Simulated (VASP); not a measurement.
Here is a VASP 6.6.1 calculation.

File INCAR:

```
PREC = Accurate ; ENCUT = 520
EDIFF = 1E-6 ; ISMEAR = 0
SIGMA = 0.05 ; LREAL = F
LASPH = T ; NELM = 100
ALGO = Normal ; ISIF = 2
LWAVE = F ; LCHARG = F
GGA = PE ; NBANDS = 15
```

File KPOINTS:

```
Automatic mesh
0
Gamma
  8 8 8
```

File POSCAR:

```
SrO
1.0
    0.0000000000      2.5973917585      2.5973917585
    2.5973917585      0.0000000000      2.5973917585
    2.5973917585      2.5973917585      0.0000000000
Sr O
1 1
Direct
    0.0000000000      0.0000000000      0.0000000000
    0.5544474494      0.5000000000      0.5000000000
```

Potentials or basis: VASP PAW PBE potentials, release 64 (Sr_sv, O).

Command:

```console
$ cat potpaw_PBE.64/Sr_sv/POTCAR potpaw_PBE.64/O/POTCAR > POTCAR
$ mpirun -np 1 vasp_std > vasp.out
```

(1) Predict the pressure.

(2) Estimate the largest force.

(3) Estimate the band gap on the k mesh.

Results:

(1) 1.5 GPa.

(2) 0.431 eV/Å.

(3) 3.52 eV, indirect (least direct gap 3.56 eV).

Caveat: the cell differs from its parent crystal (all O atoms moved -0.200 Å, as atom 2 towards its neighbour atom 2 (O) at 3.673 Å).
